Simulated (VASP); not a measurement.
# AlCo (Pm-3m) in VASP: notebook, part 2 of 2

VASP 6.6.1. The steps go on from the part before.

### 4 Relaxation of cell and atoms, PBE, collinear spin, ferromagnetic start

This run uses another cell than the first one, of 11.21 Å³/atom.

Contents of INCAR:

```
ALGO = Normal ; EDIFF = 1E-6
EDIFFG = -0.02 ; ENCUT = 600
GGA = PE ; IBRION = 2
ISIF = 3 ; ISMEAR = -1
ISPIN = 2 ; LASPH = True
LCHARG = False ; LMAXMIX = 4
LORBIT = 11 ; LREAL = False
LWAVE = False ; MAGMOM = 0 2.5
NELM = 150 ; NSW = 80
PREC = Accurate ; SIGMA = 0.1
```

Contents of KPOINTS:

```
k-points
0
Gamma
  12 12 12
```

Contents of POSCAR:

```
AlCo
1.0
    2.8194030000      0.0000000000      0.0000000000
    0.0000000000      2.8194030000      0.0000000000
    0.0000000000      0.0000000000      2.8194030000
Al Co
1 1
Direct
    0.0000000000      0.0000000000      0.0000000000
    0.5000000000      0.5000000000      0.5000000000
```

Potentials or basis: VASP PAW PBE potentials, release 64 (Al, Co).

Run with:

```
> cat potpaw_PBE.64/Al/POTCAR potpaw_PBE.64/Co/POTCAR > POTCAR
> mpirun -np 1 vasp_std > vasp.out
```

OUTCAR:

```text
EDIFF = 1E-6
   EDIFFG = -0.02
   ENCUT = 600
   GGA = PE
   IBRION = 2
   ISIF = 3
   ISMEAR = -1
   ISPIN = 2
   LASPH = True
   LORBIT = 11
   LREAL = False
   NELM = 150
   NSW = 80
   PREC = Accurate

 ion  position               nearest neighbor table
   1  0.000  0.000  0.000-   2 2.44   2 2.44   2 2.44   2 2.44   2 2.44   2 2.44   2 2.44   2 2.44

   2  0.500  0.500  0.500-   1 2.44   1 2.44   1 2.44   1 2.44   1 2.44   1 2.44   1 2.44   1 2.44

  LATTYP: Found a simple cubic cell.
 ALAT       =     2.8194030000

  Lattice vectors:

 A1 = (   2.8194030000,   0.0000000000,   0.0000000000)
 A2 = (   0.0000000000,   2.8194030000,   0.0000000000)
 A3 = (   0.0000000000,   0.0000000000,   2.8194030000)

Analysis of symmetry for initial positions (statically):
=====================================================================
 Subroutine PRICEL returns:
 Original cell was already a primitive cell.

 Routine SETGRP: Setting up the symmetry group for a
 simple cubic supercell.

 Subroutine GETGRP returns: Found 48 space group operations
 (whereof 48 operations were pure point group operations)
 out of a pool of 48 trial point group operations.

The static configuration has the point symmetry O_h .

Analysis of symmetry for dynamics (positions and initial velocities):
=====================================================================
 Subroutine PRICEL returns:
 Original cell was already a primitive cell.

 Routine SETGRP: Setting up the symmetry group for a
 simple cubic supercell.

 Subroutine GETGRP returns: Found 48 space group operations
 (whereof 48 operations were pure point group operations)
 out of a pool of 48 trial point group operations.

The dynamic configuration has the point symmetry O_h .

Analysis of structural, dynamic, and magnetic symmetry:
=====================================================================
 Subroutine PRICEL returns:
 Original cell was already a primitive cell.

 Routine SETGRP: Setting up the symmetry group for a
 simple cubic supercell.

 Subroutine GETGRP returns: Found 48 space group operations
 (whereof 48 operations were pure point group operations)
 out of a pool of 48 trial point group operations.

The overall configuration has the point symmetry O_h .

 Subroutine INISYM returns: Found 48 space group operations
 (whereof 48 operations are pure point group operations),
 and found     1 'primitive' translations

----------------------------------------------------------------------------------------

                                     Primitive cell

  volume of cell :      22.4115

  direct lattice vectors                    reciprocal lattice vectors
     2.819403000  0.000000000  0.000000000     0.354685017  0.000000000  0.000000000
     0.000000000  2.819403000  0.000000000     0.000000000  0.354685017  0.000000000
     0.000000000  0.000000000  2.819403000     0.000000000  0.000000000  0.354685017

  length of vectors
     2.819403000  2.819403000  2.819403000     0.354685017  0.354685017  0.354685017

  position of ions in fractional coordinates (direct lattice)
     0.000000000  0.000000000  0.000000000
     0.500000000  0.500000000  0.500000000

  ion indices of the primitive-cell ions
   primitive index   ion index
                 1           1
                 2           2

----------------------------------------------------------------------------------------

 KPOINTS: k-points

Automatic generation of k-mesh.
 Grid dimensions read from file:
[... 66 lines left out ...]
   LREAL  =      F    real-space projection
   EDIFFG = -.2E-01   stopping-criterion for IOM
   NSW    =     80    number of steps for IOM
   IBRION =      2    ionic relax: 0-MD 1-quasi-New 2-CG
   NFREE  =      1    steps in history (QN), initial steepest desc. (CG)
   ISIF   =      3    stress and relaxation
   ISYM   =      2    0-nonsym 1-usesym 2-fastsym
   POTIM  = 0.5000    time-step for ionic-motion
   TEBEG  =    0.0;   TEEND  =   0.0 temperature during run
   PSTRESS=    0.0 pullay stress
   NELECT =      12.0000    total number of electrons
   NUPDOWN=      -1.0000    fix difference up-down
   EMIN   =  10.00;   EMAX   =-10.00  energy-range for DOS
   EFERMI =   0.00;   METHOD = LEGACY
   ISMEAR =    -1;   SIGMA  =   0.10  broadening in eV -4-tet -1-fermi 0-gaus
   EFERMI_NEDOS =   21; number of points for ismear=-14 and -15
   IALGO  =     38    algorithm
   IMIX   =      4    mixing-type and parameters
     AMIX     =   0.40;   BMIX     =  1.00
     AMIX_MAG =   1.60;   BMIX_MAG =  1.00
  volume/ion in A,a.u.               =      11.21        75.62
  Fermi-wavevector in a.u.,A,eV,Ry     =   1.329367  2.512139 24.044427  1.767215
  Thomas-Fermi vector in A             =   2.458534
   LORBIT       =     11    0 simple, 1 ext, 2 COOP (PROOUT), +10 PAW based schemes
   GGA     = PE    functional components
   LHFCALC =     F    Hartree Fock is set to
   AEXX    =    0.0000 exact exchange contribution
   IVDW    =     0    specifies the selected vdW correction
   LEPSILON=     F    determine dielectric tensor
   LRPA    =     F    only Hartree local field effects (RPA)
 conjugate gradient relaxation of ions
 spin polarized calculation
  energy-cutoff  :      600.00
  volume of cell :       22.41
 maximum number of plane-waves:       768
 NGX is ok and might be reduce to    24
   NGX = 11   NGY = 11   NGZ = 11

--------------------------------------- Ionic step        1  -------------------------------------------

 number of electron      11.9999996 magnetization       0.0005130

 Free energy of the ion-electron system (eV)
  ---------------------------------------------------
  ext. energy  EPLUGINS =         0.00000000
  ---------------------------------------------------
  free energy    TOTEN  =       -11.98654780 eV

  energy without entropy =      -11.95854285  energy(sigma->0) =      -11.97254533

------------------------ aborting loop because EDIFF is reached ----------------------------------------

  FORCE on cell =-STRESS in cart. coord.  units (eV):
  Direction    XX          YY          ZZ          XY          YZ          ZX
  --------------------------------------------------------------------------------------
  -------------------------------------------------------------------------------------
  Total        0.9405620      0.9405620      0.9405620      0.0000000     -0.0000000      0.0000000
  in kB       67.2398205     67.2398205     67.2398205      0.0000000     -0.0000000      0.0000000
  external PRESSURE =      67.2398205 kB  Pullay stress =       0.0000000 kB
[... 61 lines left out ...]
 number of electron      11.9999996 magnetization      -0.0000089

 number of electron      11.9999996 magnetization       0.0000073

 Free energy of the ion-electron system (eV)
  ---------------------------------------------------
  ext. energy  EPLUGINS =         0.00000000
  ---------------------------------------------------
  free energy    TOTEN  =       -12.00253253 eV

  energy without entropy =      -11.97269999  energy(sigma->0) =      -11.98761626

 E-fermi :  10.5000     XC(G=0): -12.2535

 val. band max:       10.4341997207   @ k =   0.5000   0.4167   0.0833
 cond. band min:      10.5328765115   @ k =   0.4167   0.4167   0.0000
 fundamental gap:      0.0986767908
 Fermi energy:        10.4999809474

 spin component 1

 k-point     1 :       0.0000    0.0000    0.0000
  band No.  band energies     occupation
      1      -0.5156      1.00000
      2       7.5949      1.00000
      3       7.5949      1.00000
      4       9.7030      0.99965
      5       9.7030      0.99965
      6       9.7030      0.99965
      7      16.4958      0.00000
      8      16.4958      0.00000
      9      16.4958      0.00000
     10      19.2672      0.00000
     11      19.2672      0.00000
[... 310 lines left out ...]
  band No.  band energies     occupation
      1       4.1998      1.00000
      2       6.4058      1.00000
      3       7.9629      1.00000
      4       8.5676      1.00000
      5       9.0329      1.00000
      6       9.2075      1.00000
      7      10.7477      0.07749
      8      13.8871      0.00000
      9      15.8508      0.00000
     10      22.1731      0.00000
     11      23.7731      0.00000

 [... further k-points ...]

 spin component 2

 k-point     1 :       0.0000    0.0000    0.0000
  band No.  band energies     occupation
      1      -0.5156      1.00000
      2       7.5949      1.00000
      3       7.5949      1.00000
      4       9.7030      0.99965
      5       9.7030      0.99965
      6       9.7030      0.99965
      7      16.4958      0.00000
      8      16.4958      0.00000
      9      16.4958      0.00000
     10      19.2672      0.00000
     11      19.2672      0.00000
[... 351 lines left out ...]
  FREE ENERGIE OF THE ION-ELECTRON SYSTEM (eV)
  ---------------------------------------------------
  free  energy   TOTEN  =       -12.0025325278 eV

  energy  without entropy=      -11.9726999921  energy(sigma->0) =      -11.98761626

 reached required accuracy - stopping structural energy minimisation

 total charge

# of ion       s       p       d       tot
------------------------------------------
    1        0.394   0.427   0.000   0.821
    2        0.434   0.505   7.506   8.445
--------------------------------------------------
tot          0.828   0.932   7.506   9.266

 magnetization (x)

# of ion       s       p       d       tot
------------------------------------------
    1       -0.000  -0.000   0.000  -0.000
    2        0.000   0.000   0.000   0.000
--------------------------------------------------
tot         -0.000  -0.000   0.000   0.000
```

Run time: 62 s. Hardware: 1 thread of Intel Xeon Platinum 8259CL at 2.50GHz (Skylake/Cascade Lake), shared host; peak memory 0.18 GiB.

Results:

```
Free energy                                           : -12.0025 eV
Relaxed volume                                        : 11.60 Å³/atom
Relaxed cell                                          : a = 2.852 Å, b = 2.852 Å, c = 2.852 Å, α = 90.00°, β = 90.00°, γ = 90.00°
Space group after relaxing (to 0.1 Å)                 : Pm-3m (No. 221)
Energy gained by relaxing                             : 8.0 meV/atom
Ionic steps                                           : 3
Pressure after relaxing                               : 0.0 GPa
Band gap on the k mesh                                : zero (filled and empty bands overlap)
Net moment                                            : 0.00 μB per cell
Valence electrons inside the program's atomic spheres : Al 0.82; Co 8.45
```

The path:
```
step  energy change (eV)  largest force (eV/Å)  pressure (GPa)  volume (Å³)
   1              0.0000                0.0000            6.72        22.41
   2             -0.0027                0.0000           -5.36        23.97
   3             -0.0160                0.0000            0.04        23.20
```

Final structure:
```yaml
crystal:
  lattice:
    - [2.85226, 0.00000, 0.00000]
    - [0.00000, 2.85226, 0.00000]
    - [0.00000, 0.00000, 2.85226]
  atoms:
    - { symbol: Al, position: [0.00000, 0.00000, 0.00000] }
    - { symbol: Co, position: [0.50000, 0.50000, 0.50000] }
```

Levels at points of the mesh, in eV from the Fermi level:
Spin up:
```
           k point  band 4  band 5  band 6  band 7  band 8  band 9
(0.00, 0.00, 0.00)   -0.80   -0.80   -0.80    6.00    6.00    6.00
(0.50, 0.00, 0.00)   -1.67   -1.67   -0.69    0.22    8.44   10.64
(0.50, 0.50, 0.00)   -2.63   -1.46   -1.46   -0.20    2.46    3.48
(0.50, 0.50, 0.50)   -0.16   -0.16    2.43    2.43    2.43    4.13
```
Spin down:
```csv
k point,band 4,band 5,band 6,band 7,band 8,band 9
"(0.00, 0.00, 0.00)",-0.80,-0.80,-0.80,6.00,6.00,6.00
"(0.50, 0.00, 0.00)",-1.67,-1.67,-0.69,0.22,8.44,10.64
"(0.50, 0.50, 0.00)",-2.63,-1.46,-1.46,-0.20,2.46,3.48
"(0.50, 0.50, 0.50)",-0.16,-0.16,2.43,2.43,2.43,4.13
```

### 5 Relaxation of cell and atoms, PBE, collinear spin, ferromagnetic start, target pressure 2 GPa, at which the enthalpy is minimised

This run uses another cell than the first one, of 11.21 Å³/atom.

Contents of INCAR:

```
SYSTEM = AlCo
PREC = Accurate ; ENCUT = 600
EDIFF = 1E-7 ; ISMEAR = -1
SIGMA = 0.1 ; LREAL = .False.
LASPH = .True. ; NELM = 150
ALGO = Normal ; ISIF = 3
LWAVE = .False. ; LCHARG = .False.
ISPIN = 2 ; MAGMOM = 0 2.5
LORBIT = 11 ; LMAXMIX = 4
GGA = PE ; IBRION = 2
NSW = 80 ; EDIFFG = -0.02
PSTRESS = 20.0
```

Contents of KPOINTS:

```
Automatic mesh
0
Gamma
  12 12 12
  0 0 0
```

POSCAR is that of step 4.

Run with:

```
> cat potpaw_PBE.64/Al/POTCAR potpaw_PBE.64/Co/POTCAR > POTCAR
> mpirun -np 1 vasp_std > vasp.out
```

It took 76 s on 1 thread of Intel Xeon Platinum 8259CL at 2.50GHz (Skylake/Cascade Lake), shared host; peak memory 0.18 GiB.

Results (log left out):

- Free energy: -12.0010 eV
- Relaxed volume: 11.48 Å³/atom
- Relaxed cell: a = 2.842 Å, b = 2.842 Å, c = 2.842 Å, α = 90.00°, β = 90.00°, γ = 90.00°
- Space group after relaxing (to 0.1 Å): Pm-3m (No. 221)
- Energy change on relaxing (the run minimises the enthalpy): -7.2 meV/atom
- Ionic steps: 3
- Pressure after relaxing: 2.0 GPa
- Band gap on the k mesh: zero (filled and empty bands overlap)
- Net moment: 0.00 μB per cell
- Valence electrons inside the program's atomic spheres: Al 0.83; Co 8.47

Step by step:
```
step  energy change (eV)  largest force (eV/Å)  pressure (GPa)  volume (Å³)
   1              0.0000                0.0000            6.69        22.41
   2             -0.0140                0.0000           -2.14        23.49
   3             -0.0144                0.0000            2.01        22.95
```

Final structure:
```xyz
2
Lattice="2.8419 0.0000 0.0000 0.0000 2.8419 0.0000 0.0000 0.0000 2.8419" Properties=species:S:1:pos:R:3 pbc="T T T"
Al    0.0000    0.0000    0.0000
Co    1.4209    1.4209    1.4209
```

Levels at points of the mesh, in eV from the Fermi level:
Spin up:
```
           k point  band 3  band 4  band 5  band 6  band 7  band 8  band 9  band 10
(0.00, 0.00, 0.00)   -2.96   -0.81   -0.81   -0.81    6.05    6.05    6.05     8.81
(0.50, 0.00, 0.00)   -2.36   -1.69   -1.69   -0.70    0.22    8.45   10.70    10.70
(0.50, 0.50, 0.00)   -2.66   -2.66   -1.48   -1.48   -0.20    2.49    3.54    12.89
(0.50, 0.50, 0.50)   -3.94   -0.16   -0.16    2.43    2.43    2.43    4.23     5.41
```
Spin down:
```
           k point  band 2  band 3  band 4  band 5  band 6  band 7  band 8  band 9  band 10  band 11
(0.00, 0.00, 0.00)   -2.96   -2.96   -0.81   -0.81   -0.81    6.05    6.05    6.05     8.81     8.81
(0.50, 0.00, 0.00)   -6.63   -2.36   -1.69   -1.69   -0.70    0.22    8.45   10.70    10.70    11.77
(0.50, 0.50, 0.00)   -3.05   -2.66   -2.66   -1.48   -1.48   -0.20    2.49    3.54    12.89    15.95
(0.50, 0.50, 0.50)   -3.94   -3.94   -0.16   -0.16    2.43    2.43    2.43    4.23     5.41     5.41
```

Caveat: the cell is relaxed towards a set pressure, so the run minimises the enthalpy, not the energy.
